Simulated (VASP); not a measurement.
As: single point with r2SCAN

System: As, a slab with vacuum.

```
As
1.0
     3.50341    0.00000    0.00000
    -1.75171    3.03404    0.00000
     0.00000    0.00000   26.41564
As
2
Direct
  0.33333 0.66667 0.32028
  0.66667 0.33333 0.37279
```

This cell differs from its parent crystal: strain -2.0%.

```yaml
Program: VASP 6.6.1
Task: single point
Functional: r2SCAN
Potentials_or_basis: VASP PAW PBE potentials, release 64 (As_d)
Cutoff: 580 eV
k_mesh: 12 × 12 × 1
Occupations: gaussian, width 0.01 eV
Spin: no spin polarisation
```

```json
{"Largest force": "0.045 eV/Å", "Band gap on the k mesh": "1.76 eV (least direct gap 2.63 eV)"}
```

Forces in eV/Å, atoms in the order of the input:
```
As   0.000  0.000 -0.045
As   0.000  0.000  0.045
```

Levels at points of the mesh, in eV from the valence-band top:
| k point | band 11 | band 12 | band 13 | band 14 | band 15 | band 16 | band 17 | band 18 | band 19 | band 20 |
| --- | --- | --- | --- | --- | --- | --- | --- | --- | --- | --- |
| (0.00, 0.00, 0.00) | -14.70 | -7.67 | -0.91 | 0.00 | 0.00 | 2.72 | 3.82 | 3.82 | 5.26 | 5.42 |
| (0.50, 0.00, 0.00) | -11.88 | -9.73 | -3.86 | -2.17 | -1.91 | 2.21 | 3.24 | 4.89 | 6.65 | 9.11 |

Wall time 4.8 min on 1 thread of Intel(R) Xeon(R) 6975P-C (Granite Rapids), with other jobs on the host, peak memory 0.48 GiB.

Caveat: the cell differs from its parent crystal (strain -2.0%); the PAW data sets were made with another functional, which shifts forces and pressure a little.
